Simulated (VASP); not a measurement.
# MgS (Fm-3m) in VASP: elastic constants with revPBE+D3(BJ)

Aim: the elastic constants of MgS with revPBE+D3(BJ).

Program: VASP 6.6.1. These are calculated values, not measurements. Logs are shortened: lines on timing, memory, paths and dates and some standing lists are left out, and cuts for length are marked.

### Step 1. The cell of the first run

The structure is cubic, space group Fm-3m (No. 225). The conventional cell has a = 5.203 Å, b = 5.203 Å, c = 5.203 Å, α = 90.00°, β = 90.00°, γ = 90.00°. S (site symmetry m-3m) has 6 Mg at 2.60 Å within 3.4 Å. Within 3.4 Å of Mg (site symmetry m-3m) lie 6 S at 2.60 Å.

### Step 2. Elastic constants, revPBE+D3(BJ)

The input, INCAR:

```
  PREC = Accurate
  ENCUT = 600
  EDIFF = 1E-8
  ISMEAR = 0
  SIGMA = 0.01
  LREAL = F
  LASPH = T
  NELM = 60
  ALGO = Normal
  ISIF = 3
  LWAVE = F
  LCHARG = F
  GGA = RE
  IVDW = 12
  NBANDS = 11
  IBRION = 6
  NFREE = 2
  POTIM = 0.015
  NSW = 1
```

The input, KPOINTS:

```
regular mesh
0
Gamma
  6 6 6
```

The input, POSCAR:

```
MgS
1.0
    0.0000000000      2.6016500000      2.6016500000
    2.6016500000      0.0000000000      2.6016500000
    2.6016500000      2.6016500000      0.0000000000
S Mg
1 1
Direct
    0.5000000000      0.5000000000      0.5000000000
    0.0000000000      0.0000000000      0.0000000000
```

Potentials or basis: VASP PAW PBE potentials, release 64 (S, Mg).

Launch:

```sh
$ cat potpaw_PBE.64/S/POTCAR potpaw_PBE.64/Mg/POTCAR > POTCAR
$ mpirun -np 1 vasp_std > vasp.out
```

OUTCAR:

```text
PREC = Accurate
   ENCUT = 600
   EDIFF = 1E-8
   ISMEAR = 0
   LREAL = F
   LASPH = T
   NELM = 60
   ISIF = 3
   GGA = RE
   IVDW = 12
   IBRION = 6
   NFREE = 2
   POTIM = 0.015
   NSW = 1
 IVDW          = 12

 ion  position               nearest neighbor table
   1  0.500  0.500  0.500-   2 2.60   2 2.60   2 2.60   2 2.60   2 2.60   2 2.60
   2  0.000  0.000  0.000-   1 2.60   1 2.60   1 2.60   1 2.60   1 2.60   1 2.60

  LATTYP: Found a face centered cubic cell.
 ALAT       =     5.2033000000

  Lattice vectors:

 A1 = (   0.0000000000,   2.6016500000,   2.6016500000)
 A2 = (   2.6016500000,   0.0000000000,   2.6016500000)
 A3 = (   2.6016500000,   2.6016500000,   0.0000000000)

Analysis of symmetry for initial positions (statically):
=====================================================================
 Subroutine PRICEL returns:
 Original cell was already a primitive cell.

 Routine SETGRP: Setting up the symmetry group for a
 face centered cubic supercell.

 Subroutine GETGRP returns: Found 48 space group operations
 (whereof 48 operations were pure point group operations)
 out of a pool of 48 trial point group operations.

The static configuration has the point symmetry O_h .

Analysis of symmetry for dynamics (positions and initial velocities):
=====================================================================
 Subroutine PRICEL returns:
 Original cell was already a primitive cell.

 Routine SETGRP: Setting up the symmetry group for a
 face centered cubic supercell.

 Subroutine GETGRP returns: Found 48 space group operations
 (whereof 48 operations were pure point group operations)
 out of a pool of 48 trial point group operations.

The dynamic configuration has the point symmetry O_h .

 Subroutine INISYM returns: Found 48 space group operations
 (whereof 48 operations are pure point group operations),
 and found     1 'primitive' translations

----------------------------------------------------------------------------------------

                                     Primitive cell

  volume of cell :      35.2190
[... 353 lines left out ...]
      3       3.7990      2.00000
      4       3.7990      2.00000
      5       7.6336      0.00000
      6      11.7810      0.00000
      7      11.7810      0.00000
      8      11.7814      0.00000
      9      14.1615      0.00000
     10      14.1621      0.00000
     11      16.4014      0.00000
[... 309 lines left out ...]
 k-point    24 :       0.0000   -0.3333    0.3333
  band No.  band energies     occupation
      1      -7.2581      2.00000
      2       0.2038      2.00000
      3       0.4981      2.00000
      4       2.6671      2.00000
      5       8.3175      0.00000
      6      11.5762      0.00000
      7      12.7710      0.00000
      8      13.0910      0.00000
      9      15.6338      0.00000
     10      16.2621      0.00000
     11      20.6410      0.00000

 [... further k-points ...]

------------------------ aborting loop because EDIFF is reached ----------------------------------------

 Edisp (eV)   -1.39390

 E8    (eV) :    -0.9426
[... 25 lines left out ...]
  FREE ENERGIE OF THE ION-ELECTRON SYSTEM (eV)
  ---------------------------------------------------
  free  energy   TOTEN  =        -9.4164196498 eV

  energy  without entropy=       -9.4164196498  energy(sigma->0) =       -9.41641965

 INTERNAL STRAIN TENSORS FROM STRAINED CELLS
 ============================================

 INTERNAL STRAIN TENSOR FOR ION    1 for displacements in x,y,z  (eV/Angst):
          X           Y           Z          XY          YZ          ZX
  --------------------------------------------------------------------------------
  x     0.00000    -0.00000     0.00000    -0.00000     0.00000    -0.00000
  y    -0.00000    -0.00000     0.00000     0.00000     0.00000    -0.00000
  z     0.00000    -0.00000    -0.00000     0.00000    -0.00000    -0.00000

 INTERNAL STRAIN TENSORS FROM DISPLACED ATOMS
 ============================================

 INTERNAL STRAIN TENSOR FOR ION    1 for displacements in x,y,z  (eV/Angst):
          X           Y           Z          XY          YZ          ZX
  --------------------------------------------------------------------------------
  x     0.00000     0.00000     0.00000     0.00000     0.00000     0.00000
  y     0.00000     0.00000     0.00000     0.00000     0.00000     0.00000
  z     0.00000     0.00000     0.00000     0.00000     0.00000     0.00000

 INTERNAL STRAIN TENSOR FOR ION    2 for displacements in x,y,z  (eV/Angst):
          X           Y           Z          XY          YZ          ZX
  --------------------------------------------------------------------------------
  x     0.00000     0.00000     0.00000     0.00000     0.00000     0.00000
  y     0.00000     0.00000     0.00000     0.00000     0.00000     0.00000
  z     0.00000     0.00000     0.00000     0.00000     0.00000     0.00000

 Eigenvectors and eigenvalues of the dynamical matrix
 ----------------------------------------------------

   1 f  =    7.125351 THz    44.769903 2PiTHz  237.676137 cm-1    29.468072 meV
             X         Y         Z           dx          dy          dz
      2.601650  2.601650  2.601650     0.000000    0.656641    0.000000
      0.000000  0.000000  0.000000    -0.000000   -0.754203    0.000000
[... 21 lines left out ...]
   6 f/i=    0.000120 THz     0.000751 2PiTHz    0.003986 cm-1     0.000494 meV
             X         Y         Z           dx          dy          dz
      2.601650  2.601650  2.601650     0.661227   -0.342053    0.120834
      0.000000  0.000000  0.000000     0.575692   -0.297806    0.105203

--------------------------------------------------------------------------------------------------------

 ELASTIC MODULI CONTR FROM IONIC RELAXATION (kBar)
 Direction    XX          YY          ZZ          XY          YZ          ZX
 --------------------------------------------------------------------------------
 XX           0.0000      0.0000      0.0000      0.0000      0.0000      0.0000
 YY           0.0000      0.0000      0.0000      0.0000      0.0000      0.0000
 ZZ           0.0000      0.0000      0.0000      0.0000      0.0000      0.0000
 XY           0.0000      0.0000      0.0000      0.0000      0.0000      0.0000
 YZ           0.0000      0.0000      0.0000      0.0000      0.0000      0.0000
 ZX           0.0000      0.0000      0.0000      0.0000      0.0000      0.0000
 --------------------------------------------------------------------------------

 TOTAL ELASTIC MODULI (kBar)
 Direction    XX          YY          ZZ          XY          YZ          ZX
 --------------------------------------------------------------------------------
 XX        1460.9724    358.6962    358.6962     -0.0000      0.0000     -0.0000
 YY         358.6962   1460.9724    358.6962     -0.0000     -0.0000      0.0000
 ZZ         358.6962    358.6962   1460.9724      0.0000      0.0000      0.0000
 XY          -0.0000     -0.0000      0.0000    551.0160     -0.0000      0.0000
 YZ           0.0000     -0.0000      0.0000     -0.0000    551.0160     -0.0000
 ZX          -0.0000      0.0000      0.0000      0.0000     -0.0000    551.0160
 --------------------------------------------------------------------------------
```

OSZICAR:

```text
N       E                     dE             d eps       ncg     rms          rms(c)
DAV:   1     0.258479951319E+02    0.25848E+02   -0.37892E+03   360   0.668E+02
DAV:   2    -0.666861278523E+01   -0.32517E+02   -0.29667E+02   424   0.103E+02
DAV:   3    -0.840261486337E+01   -0.17340E+01   -0.17312E+01   443   0.249E+01
[... 203 lines left out ...]
DAV:   3    -0.802250583683E+01   -0.24104E-05   -0.74938E-05   795   0.474E-02    0.143E-02
DAV:   4    -0.802251355442E+01   -0.77176E-05   -0.16037E-05   830   0.237E-02    0.999E-03
DAV:   5    -0.802251604142E+01   -0.24870E-05   -0.26080E-06   783   0.989E-03    0.223E-03
DAV:   6    -0.802251613484E+01   -0.93417E-07   -0.37294E-07   810   0.381E-03    0.611E-04
DAV:   7    -0.802251613783E+01   -0.29924E-08   -0.73538E-08   795   0.179E-03
  17 F= -.94164196E+01 E0= -.94164196E+01  d E =-.108475E-65
```

stdout:

```text
POSCAR found type information on POSCAR S Mg
 POSCAR found :  2 types and       2 ions
 scaLAPACK will be used
 -----------------------------------------------------------------------------
|                                                                             |
|                                                                             |
|     You enforced a specific xc type in the INCAR file but a different       |
|     I HOPE YOU KNOW WHAT YOU ARE DOING!                                     |
|                                                                             |
[... 33 lines left out ...]
 Finite differences progress:
 bond charge predicted
 Finite differences progress:
 bond charge predicted
 Finite differences progress:
 bond charge predicted
 Finite differences progress:
 bond charge predicted
 Finite differences progress:
 bond charge predicted
 Finite differences progress:
```

Run time: 8.8 min. Hardware: 1 thread of AMD EPYC 7R13, shared host; peak memory 0.19 GiB.

What came out:

- Elastic constants C11, C12, C44: 146, 36, 55 GPa
- Voigt bulk modulus: 73 GPa
- Highest phonon frequency at Γ, LO-TO splitting left out: 238 cm⁻¹
- Dispersion energy per atom: -0.697 eV

Phonon frequencies in cm⁻¹ (negative: imaginary):
```csv
q point,frequencies
"(0.000, 0.000, 0.000)",0 0 0 238 238 238
```

Elastic tensor in Voigt notation (GPa, in the Cartesian axes of the cell as first typed):
```
146  36  36   0   0   0
 36 146  36   0   0   0
 36  36 146   0   0   0
  0   0   0  55   0   0
  0   0   0   0  55   0
  0   0   0   0   0  55
```

Clamped-ion elastic tensor (GPa):
```
146  36  36   0   0   0
 36 146  36   0   0   0
 36  36 146   0   0   0
  0   0   0  55   0   0
  0   0   0   0  55   0
  0   0   0   0   0  55
```

Caveat: the cell is under stress, which shifts elastic constants; the PAW data sets were made with another functional, which shifts forces and pressure a little.
